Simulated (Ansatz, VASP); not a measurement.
## Al2SiF2: VASP beside Ansatz

```
CELL_PARAMETERS angstrom
-2.08464 2.08464 4.87397
2.08464 -2.08464 4.87397
2.08464 2.08464 -4.87397
ATOMIC_POSITIONS crystal
Al 0.75000 0.25000 0.50000
Al 0.25000 0.75000 0.50000
Si 0.00000 0.00000 0.00000
F 0.50000 0.00000 0.50000
F 0.00000 0.50000 0.50000
```

Alike in both runs: functional PBE; k mesh 4 × 4 × 4; occupations gaussian, width 0.15 eV; no spin polarisation.

Ansatz relaxed the structure, and its values are those at the end. VASP's run is a single point on that final structure, the one shown.

```csv
,VASP,Ansatz
version,VASP 6.6.1,Ansatz 0.2.0
potentials or method,"VASP PAW PBE potentials, release 64 (Al, Si, F), cutoff 600 eV","scalar-relativistic, plane waves, PAW"
valence electrons in the cell,24,24
```

```tsv
	VASP	Ansatz	Ansatz less VASP
gap on the k mesh at the Fermi level (eV)	none	none	-
pressure (GPa)	0.0	0.2	+0.14
```

A gap of «none» marks a metal or a gap that the smearing closes.

The k mesh is coarse, so the values compare programs but aren't converged.
